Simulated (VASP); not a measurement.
# PtSe2 (P-3m1) in VASP: a series of runs, part 2 of 2

VASP 6.6.1. The steps go on from the part before.

## Step 3: Single point, PBEsol

This run uses another cell than the first one, of 19.86 Å³/atom.

Contents of INCAR:

```
  PREC = Accurate
  ENCUT = 500
  EDIFF = 1E-6
  ISMEAR = 1
  SIGMA = 0.1
  LREAL = F
  LASPH = T
  NELM = 120
  ALGO = Normal
  ISIF = 2
  LWAVE = F
  LCHARG = F
  GGA = PS
  NBANDS = 18
  GGA_COMPAT = F
```

Contents of KPOINTS:

```
regular mesh
0
Gamma
  9 9 6
```

Contents of POSCAR:

```
PtSe2
1.0
    3.6990059583      0.0000000000      0.0000000000
   -1.8495029792      3.2034335223      0.0000000000
    0.0000000000      0.0000000000      5.0280258220
Pt Se
1 2
Direct
    0.0000000000      0.0000000000      0.0000000000
    0.3333333333      0.6666666667      0.2500000000
    0.6666666667      0.3333333333      0.7500000000
```

Potentials or basis: VASP PAW PBE potentials, release 64 (Pt, Se).

Started as:

```sh
cat potpaw_PBE.64/Pt/POTCAR potpaw_PBE.64/Se/POTCAR > POTCAR
mpirun -np 1 vasp_std > vasp.out
```

OUTCAR:

```text
PREC = Accurate
   ENCUT = 500
   EDIFF = 1E-6
   ISMEAR = 1
   LREAL = F
   LASPH = T
   NELM = 120
   ISIF = 2
   GGA = PS

 ion  position               nearest neighbor table
   1  0.000  0.000  0.000-   2 2.48   3 2.48   3 2.48   2 2.48   3 2.48   2 2.48
   2  0.333  0.667  0.250-   1 2.48   1 2.48   1 2.48
   3  0.667  0.333  0.750-   1 2.48   1 2.48   1 2.48

  LATTYP: Found a hexagonal cell.
 ALAT       =     3.6990059583
 C/A-ratio  =     1.3592910849

  Lattice vectors:

 A1 = (   3.6990059583,   0.0000000000,   0.0000000000)
 A2 = (  -1.8495029792,   3.2034335223,   0.0000000000)
 A3 = (   0.0000000000,   0.0000000000,   5.0280258220)

Analysis of symmetry for initial positions (statically):
=====================================================================
 Subroutine PRICEL returns:
 Original cell was already a primitive cell.

 Routine SETGRP: Setting up the symmetry group for a
 hexagonal supercell.

 Subroutine GETGRP returns: Found 12 space group operations
[... 161 lines left out ...]
  ---------------------------------------------------
  ext. energy  EPLUGINS =         0.00000000
  ---------------------------------------------------
  free energy    TOTEN  =       -15.85680095 eV

  energy without entropy =      -15.85698946  energy(sigma->0) =      -15.85686378

 E-fermi :   6.7479     XC(G=0): -10.9026

 val. band max:        6.7398347858   @ k =   0.0000   0.3333   0.3333
 cond. band min:       6.8102173926   @ k =   0.0000   0.1111   0.1667
 fundamental gap:      0.0703826067
 Fermi energy:         6.7478769246

 k-point     1 :       0.0000    0.0000    0.0000
  band No.  band energies     occupation
      1      -9.2463      2.00000
      2      -6.2761      2.00000
      3      -0.7335      2.00000
      4      -0.0048      2.00000
      5      -0.0048      2.00000
      6       2.5246      2.00000
[... 481 lines left out ...]
      5       0.8356      2.00000
      6       1.2277      2.00000
[... 10 lines left out ...]
     17      14.4317      0.00000
     18      16.2657      0.00000

 [... further k-points ...]
[... 5 lines left out ...]
  --------------------------------------------------------------------------------------
  -------------------------------------------------------------------------------------
  Total        2.2429598      2.2429603      1.2770010     -0.0000000      0.0000000      0.0000000
  in kB       60.3161793     60.3161941     34.3402587     -0.0000000      0.0000000      0.0000000
  external PRESSURE =      51.6575440 kB  Pullay stress =       0.0000000 kB

 VOLUME and BASIS-vectors are now :
 -----------------------------------------------------------------------------
  energy-cutoff  :      500.00
  volume of cell :       59.58
      direct lattice vectors                 reciprocal lattice vectors
     3.699005958  0.000000000  0.000000000     0.270342901  0.156082527  0.000000000
    -1.849502979  3.203433522  0.000000000     0.000000000  0.312165054  0.000000000
     0.000000000  0.000000000  5.028025822     0.000000000  0.000000000  0.198885216

 POSITION                                       TOTAL-FORCE (eV/Angst)
 -----------------------------------------------------------------------------------
      0.00000      0.00000      0.00000        -0.000000      0.000000      0.000000
     -0.00000      2.13562      1.25701        -0.000000      0.000000      0.601451
      1.84950      1.06781      3.77102         0.000000      0.000000     -0.601451
 -----------------------------------------------------------------------------------
    total drift:                               -0.000000     -0.000000     -0.000000

  FREE ENERGIE OF THE ION-ELECTRON SYSTEM (eV)
  ---------------------------------------------------
  free  energy   TOTEN  =       -15.8568009462 eV

  energy  without entropy=      -15.8569894572  energy(sigma->0) =      -15.85686378
```

OSZICAR:

```text
N       E                     dE             d eps       ncg     rms          rms(c)
DAV:   1     0.107924141162E+03    0.10792E+03   -0.98591E+03  2272   0.104E+03
DAV:   2    -0.116188184277E+02   -0.11954E+03   -0.11576E+03  2772   0.211E+02
DAV:   3    -0.166963756244E+02   -0.50776E+01   -0.50386E+01  2710   0.432E+01
DAV:   4    -0.167346211084E+02   -0.38245E-01   -0.38229E-01  2764   0.406E+00
DAV:   5    -0.167349877847E+02   -0.36668E-03   -0.36667E-03  2710   0.393E-01    0.139E+01
DAV:   6    -0.160799349020E+02    0.65505E+00   -0.42574E+00  2336   0.189E+01    0.804E+00
DAV:   7    -0.158867621479E+02    0.19317E+00   -0.80121E-01  2304   0.886E+00    0.407E+00
DAV:   8    -0.158587995684E+02    0.27963E-01   -0.50496E-02  2452   0.170E+00    0.821E-01
DAV:   9    -0.158567331231E+02    0.20664E-02   -0.57513E-03  2464   0.693E-01    0.193E-01
DAV:  10    -0.158568146385E+02   -0.81515E-04   -0.80831E-04  2538   0.204E-01    0.460E-02
DAV:  11    -0.158568014085E+02    0.13230E-04   -0.74573E-05  2608   0.845E-02    0.196E-02
DAV:  12    -0.158568009462E+02    0.46226E-06   -0.82900E-06  2442   0.217E-02
   1 F= -.15856801E+02 E0= -.15856864E+02  d E =0.188511E-03
```

It took 55 s on 1 thread of Intel Xeon 8259CL, shared host; peak memory 0.22 GiB.

What came out:

- Free energy: -15.8568 eV
- Pressure: 5.2 GPa
- Largest force: 0.601 eV/Å
- Band gap on the k mesh: zero (bands 11 and 12 overlap by 0.43 eV)

Forces in eV/Å, atoms in the order of the input:
```
Pt   0.000  0.000  0.000
Se   0.000  0.000  0.601
Se   0.000  0.000 -0.601
```

Levels at points of the mesh, in eV from the Fermi level:
| k point | band 9 | band 10 | band 11 | band 12 | band 13 | band 14 |
| --- | --- | --- | --- | --- | --- | --- |
| (0.00, 0.00, 0.00) | -1.16 | -1.16 | 0.35 | 1.43 | 1.43 | 3.38 |
| (0.00, 0.00, 0.50) | -1.77 | -1.60 | -1.60 | 2.32 | 2.32 | 4.63 |

Caveat: the cell stands under pressure; the PAW data sets were made with another functional, which shifts forces and pressure a little; spin-orbit coupling is left out, which moves the levels of the heavy elements.

## Step 4: Single point, PBEsol

This run uses another cell than the first one, of 20.27 Å³/atom.

Contents of INCAR:

```
SYSTEM = PtSe2
PREC = Accurate ; ENCUT = 500
EDIFF = 1E-6 ; ISMEAR = 1
SIGMA = 0.1 ; LREAL = .FALSE.
LASPH = .TRUE. ; NELM = 120
ALGO = Normal ; ISIF = 2
LWAVE = .FALSE. ; LCHARG = .TRUE.
GGA = PS ; LELF = .TRUE.
LVHAR = .TRUE. ; NBANDS = 18
GGA_COMPAT = .FALSE.
```

Contents of KPOINTS:

```
regular mesh
0
G
  9 9 6
  0 0 0
```

Contents of POSCAR:

```
PtSe2
1.0
    3.7240000000      0.0000000000      0.0000000000
   -1.8620000000      3.2250790000      0.0000000000
    0.0000000000      0.0000000000      5.0620000000
Pt Se
1 2
Direct
    0.0000000000      0.0000000000      0.0000000000
    0.3333333333      0.6666666667      0.2500000000
    0.6666666667      0.3333333333      0.7500000000
```

Started as:

```sh
cat potpaw_PBE.64/Pt/POTCAR potpaw_PBE.64/Se/POTCAR > POTCAR
mpirun -np 1 vasp_std > vasp.out
```

Run time: 69 s. Hardware: 1 thread of Intel Xeon 8259CL, shared host; peak memory 0.22 GiB.

It converged, with:

| Item | Value |
| --- | --- |
| Free energy | -15.8848 eV |
| Pressure | 2.2 GPa |
| Largest force | 0.334 eV/Å |
| Band gap on the k mesh | zero (bands 11 and 12 overlap by 0.43 eV) |

Forces on the atoms (eV/Å):
```
Pt   0.000  0.000  0.000
Se   0.000  0.000  0.334
Se   0.000  0.000 -0.334
```

Stress tensor (GPa, compression positive):
```
2.73 0.00 0.00
0.00 2.73 0.00
0.00 0.00 1.22
```

Levels at points of the mesh, in eV from the Fermi level:
```csv
k point,band 8,band 9,band 10,band 11,band 12,band 13,band 14,band 15
"(0.00, 0.00, 0.00)",-2.64,-1.12,-1.12,0.36,1.40,1.40,3.43,4.03
"(0.00, 0.00, 0.50)",-3.05,-1.77,-1.56,-1.56,2.26,2.26,4.65,6.20
```

Caveat: the PAW data sets were made with another functional, which shifts forces and pressure a little; spin-orbit coupling is left out, which moves the levels of the heavy elements.

## Step 5: Summary

| cell | gap on the mesh (eV) | pressure (GPa) | largest force (eV/Å) |
| --- | --- | --- | --- |
| a = 3.648, b = 3.648, c = 4.959 Å, angles 90.0, 90.0, 120.0°, 3 atoms | none | 12.2 | 1.21 |
| a = 3.699, b = 3.699, c = 5.028 Å, angles 90.0, 90.0, 120.0°, 3 atoms | none | 5.2 | 0.60 |
| a = 3.724, b = 3.724, c = 5.062 Å, angles 90.0, 90.0, 120.0°, 3 atoms | none | 2.2 | 0.33 |

Alike in all rows: task single point; level PBEsol; potentials or basis VASP PAW PBE potentials, release 64 (Pt, Se); no spin polarisation; k mesh 9 × 9 × 6; cutoff (eV) 500; smearing methfessel-paxton 0.1 eV.

Caveats: the PAW data sets were made with another functional, which shifts forces and pressure a little; spin-orbit coupling is left out, which moves the levels of the heavy elements; the stress differs along the axes, from 9 to 14 GPa (at least some runs); the cell stands under pressure (at least some runs).

Absolute energies hang on the potentials; compare differences alone.

The gap in the log of VASP goes by the Fermi energy; the results here count the filled bands.